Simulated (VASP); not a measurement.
Here is a VASP 6.6.1 calculation.

Contents of POSCAR:

```
AlN
1.0
    3.1066653386      0.0000000000      0.0000000000
   -1.5533326693      2.6904511043      0.0000000000
    0.0000000000      0.0000000000      4.9784048354
Al N
2 2
Direct
    0.3333333333      0.6666666667      0.0016929024
    0.6666666667      0.3333333333      0.5016929024
    0.3773041269      0.6988555216      0.4007027380
    0.6666666667      0.3333333333      0.8833070976
```

Contents of INCAR.step1:

```
SYSTEM = AlN
PREC = Accurate
ENCUT = 520
ISMEAR = 0
SIGMA = 0.05
LREAL = .FALSE.
LASPH = .TRUE.
NELM = 80
NBANDS = 16
GGA = PE
ALGO = Normal
EDIFF = 1E-4
LWAVE = .TRUE.
LCHARG = .FALSE.
```

File INCAR.step2:

```
SYSTEM = AlN
PREC = Accurate
ENCUT = 520
EDIFF = 1E-7
ISMEAR = 0
SIGMA = 0.05
LREAL = .FALSE.
LASPH = .TRUE.
NELM = 80
ALGO = Normal
ISIF = 2
LWAVE = .FALSE.
LCHARG = .FALSE.
METAGGA = R2SCAN
LMIXTAU = .TRUE.
NBANDS = 16
ISTART = 1
```

KPOINTS

```
Automatic mesh
0
G
  12 12 6
  0 0 0
```

Potentials or basis: VASP PAW PBE potentials, release 64 (Al, N).

The run is started by

```sh
$ cat potpaw_PBE.64/Al/POTCAR potpaw_PBE.64/N/POTCAR > POTCAR
$ cp INCAR.step1 INCAR
$ mpirun -np 1 vasp_std > vasp.out
$ cp INCAR.step2 INCAR
$ mpirun -np 1 vasp_std > vasp.out
```

(1) Predict the band gap on the k mesh.

(2) What does it give for the largest force?

(3) Predict the pressure.

## Answers

(1) 4.71 eV.

(2) 2.771 eV/Å.

(3) 1.1 GPa.

Caveat: the cell differs from its parent crystal (atom 3 (N) moved +0.150 Å along Cartesian [1 1 1]); the stress differs along the axes, from -3 to 8 GPa; the PAW data sets were made with another functional, which shifts forces and pressure a little.
